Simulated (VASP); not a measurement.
Write the native input for VASP 6.6.1 that does the following.

| Property | Result |
| --- | --- |
| Task | single point |
| Functional | r2SCAN |
| Potentials or basis | VASP PAW PBE potentials, release 64 (Ba_sv, Ti_sv, O) |
| Cutoff | 520 eV |
| k mesh | 8 × 8 × 8 |
| Occupations | gaussian, width 0.05 eV |
| Spin | no spin polarisation |
| Dipole correction | no |
| Further INCAR settings | ALGO = Normal; EDIFF = 1e-06; NBANDS = 28 |

The system is BaTiO3.

```xyz
5
Lattice="4.5180 0.0000 0.0000 0.0000 3.4700 0.0000 0.0000 0.0000 3.9941" Properties=species:S:1:pos:R:3 pbc="T T T"
Ba    0.0000    0.0000    0.0000
Ti    2.2590    1.7350    1.9971
O     2.2590    1.7350    0.0000
O     2.2590    0.0000    1.9971
O     0.0000    1.7350    1.9971
```

This cell differs from its parent crystal: strain +0.1312 x Voigt [1, -1, 0, 0, 0, 0].

The input as run:

POSCAR

```
BaTiO3
1.0
    4.5179784327      0.0000000000      0.0000000000
    0.0000000000      3.4699608047      0.0000000000
    0.0000000000      0.0000000000      3.9941038410
Ba Ti O
1 1 3
Direct
    0.0000000000      0.0000000000      0.0000000000
    0.5000000000      0.5000000000      0.5000000000
    0.5000000000      0.5000000000      0.0000000000
    0.5000000000      0.0000000000      0.5000000000
    0.0000000000      0.5000000000      0.5000000000
```

INCAR.step1

```
PREC     = Accurate       # precision mode
ENCUT    = 520            # plane-wave cutoff, eV
ISMEAR   = 0              # smearing method
SIGMA    = 0.05           # smearing width, eV
LREAL    = False          # projectors in reciprocal space
LASPH    = True           # aspherical terms in the spheres
NELM     = 80             # most SCF steps
NBANDS   = 28             # bands
GGA      = PE             # functional
ALGO     = Normal         # electronic algorithm
EDIFF    = 1E-4           # SCF threshold, eV
LWAVE    = True           # write WAVECAR
LCHARG   = False          # write CHGCAR
```

INCAR.step2

```
PREC     = Accurate       # precision mode
ENCUT    = 520            # plane-wave cutoff, eV
EDIFF    = 1E-6           # SCF threshold, eV
ISMEAR   = 0              # smearing method
SIGMA    = 0.05           # smearing width, eV
LREAL    = False          # projectors in reciprocal space
LASPH    = True           # aspherical terms in the spheres
NELM     = 80             # most SCF steps
ALGO     = Normal         # electronic algorithm
ISIF     = 2              # what is computed and relaxed
LWAVE    = False          # write WAVECAR
LCHARG   = False          # write CHGCAR
METAGGA  = R2SCAN         # meta-GGA
LMIXTAU  = True         
NBANDS   = 28             # bands
ISTART   = 1
```

KPOINTS

```
Automatic mesh
0
Gamma
  8 8 8
```

Potentials or basis: VASP PAW PBE potentials, release 64 (Ba_sv, Ti_sv, O).

The run is started by

```sh
$ cat potpaw_PBE.64/Ba_sv/POTCAR potpaw_PBE.64/Ti_sv/POTCAR potpaw_PBE.64/O/POTCAR > POTCAR
$ cp INCAR.step1 INCAR
$ mpirun -np 1 vasp_std > vasp.out
$ cp INCAR.step2 INCAR
$ mpirun -np 1 vasp_std > vasp.out
```

Results of the run:

| Quantity | Value |
| --- | --- |
| Pressure | 19.7 GPa |
| Band gap on the k mesh | 1.67 eV (least direct gap 1.87 eV) |

Caveat: the cell differs from its parent crystal (strain +0.1312 x Voigt [1, -1, 0, 0, 0, 0]); the stress differs along the axes, from -12 to 63 GPa; the PAW data sets were made with another functional, which shifts forces and pressure a little; spin-orbit coupling is left out, which moves the levels of the heavy elements.

Run time: 11 min on 1 thread of Intel Xeon 8259CL, with other jobs on the host, peak memory 0.34 GiB.
